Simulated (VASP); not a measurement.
Set up this calculation in VASP 6.6.1, as the native input.

| Quantity | Value |
| --- | --- |
| Task | single point |
| Functional | r2SCAN |
| Potentials or basis | VASP PAW PBE potentials, release 64 (W_sv, C) |
| Cutoff | 520 eV |
| k mesh | 18 × 18 × 18 |
| Occupations | gaussian, width 0.15 eV |
| Spin | no spin polarisation |
| Dipole correction | no |
| Further INCAR settings | ALGO = Normal; EDIFF = 1e-06; NBANDS = 16 |

The system is WC.

```
W C
1.0
     0.00000    2.19268    2.19268
     2.19268    0.00000    2.19268
     2.19268    2.19268    0.00000
W C
1 1
Direct
  0.99430 0.99430 0.00570
  0.50000 0.50000 0.50000
```

This cell differs from its parent crystal: all W atoms moved +0.025 Å, as atom 1 towards its neighbour atom 2 (C) at 2.193 Å.

These files were run (other wordings do the same):

POSCAR

```
WC
1.0
    0.0000000000      2.1926840000      2.1926840000
    2.1926840000      0.0000000000      2.1926840000
    2.1926840000      2.1926840000      0.0000000000
W C
1 1
Direct
   -0.0057007759     -0.0057007759      0.0057007759
    0.5000000000      0.5000000000      0.5000000000
```

INCAR.step1

```
SYSTEM = WC
PREC = Accurate ; ENCUT = 520
ISMEAR = 0 ; SIGMA = 0.15
LREAL = .False. ; LASPH = .True.
NELM = 60 ; NBANDS = 16
GGA = PE ; ALGO = Normal
EDIFF = 1E-4 ; LWAVE = .True.
LCHARG = .False.
```

INCAR.step2

```
SYSTEM = WC
PREC = Accurate ; ENCUT = 520
EDIFF = 1E-6 ; ISMEAR = 0
SIGMA = 0.15 ; LREAL = .False.
LASPH = .True. ; NELM = 60
ALGO = Normal ; ISIF = 2
LWAVE = .False. ; LCHARG = .False.
METAGGA = R2SCAN ; LMIXTAU = .True.
NBANDS = 16 ; ISTART = 1
```

KPOINTS

```
regular mesh
0
Gamma
  18 18 18
  0 0 0
```

Potentials or basis: VASP PAW PBE potentials, release 64 (W_sv, C).

Command:

```sh
$ cat potpaw_PBE.64/W_sv/POTCAR potpaw_PBE.64/C/POTCAR > POTCAR
$ cp INCAR.step1 INCAR
$ mpirun -np 1 vasp_std > vasp.out
$ cp INCAR.step2 INCAR
$ mpirun -np 1 vasp_std > vasp.out
```

Results of the run:

The pressure is -3.6 GPa and the largest force is 0.131 eV/Å. The band gap on the k mesh is zero (band 9 reaches 13.49 eV, above the bottom of band 10 at 10.22 eV).

Caveat: the cell differs from its parent crystal (all W atoms moved +0.025 Å, as atom 1 towards its neighbour atom 2 (C) at 2.193 Å); the PAW data sets were made with another functional, which shifts forces and pressure a little; spin-orbit coupling is left out, which moves the levels of the heavy elements.

Wall time 5.4 min on 1 thread of Intel Xeon 6975P-C (shared host), peak memory 0.28 GiB.
